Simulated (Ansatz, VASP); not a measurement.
Two plane-wave programs on Nb

```xyz
14
Lattice="4.6826 0.0000 0.0000 -2.3413 4.0553 0.0000 0.0000 0.0000 27.4259" Properties=species:S:1:pos:R:3 pbc="T T T"
Nb    2.3413    1.3518    7.5000
Nb    0.0000    2.7035    8.4558
Nb    0.0000    0.0000    9.4117
Nb    2.3413    1.3518   10.3675
Nb    0.0000    2.7035   11.3233
Nb    0.0000    0.0000   12.2792
Nb    2.3413    1.3518   13.2350
Nb    0.0000    2.7035   14.1909
Nb    0.0000    0.0000   15.1467
Nb    2.3413    1.3518   16.1025
Nb    0.0000    2.7035   17.0584
Nb    0.0000    0.0000   18.0142
Nb    2.3413    1.3518   18.9700
Nb    0.0000    2.7035   19.9259
```

Alike in both runs: task single point; functional PBE; k mesh 9 × 9 × 1; occupations gaussian, width 0.1 eV; no spin polarisation.

```csv
,VASP,Ansatz
version,VASP 6.6.1,Ansatz 0.2.0
potentials or method,"VASP PAW PBE potentials, release 64 (Nb_sv), cutoff 520 eV","scalar-relativistic, plane waves, PAW"
valence electrons in the cell,182,182
```

|  | VASP | Ansatz | Ansatz less VASP |
| --- | --- | --- | --- |
| gap on the k mesh at the Fermi level (eV) | none | none | - |
| rms of the force components (eV/Å) | 0.509 | 0.507 | -0.0025 |
| work function, face that differs most (eV) | 3.36 | 3.36 | -0.001 |

Atom by atom the forces differ by 0.005 eV/Å (rms over components). A gap of «none» marks a metal or a gap that the smearing closes. The functional is the same, so the differences come from potentials, cutoffs and numerics. Ansatz's warnings: xc potential rough in thin density.
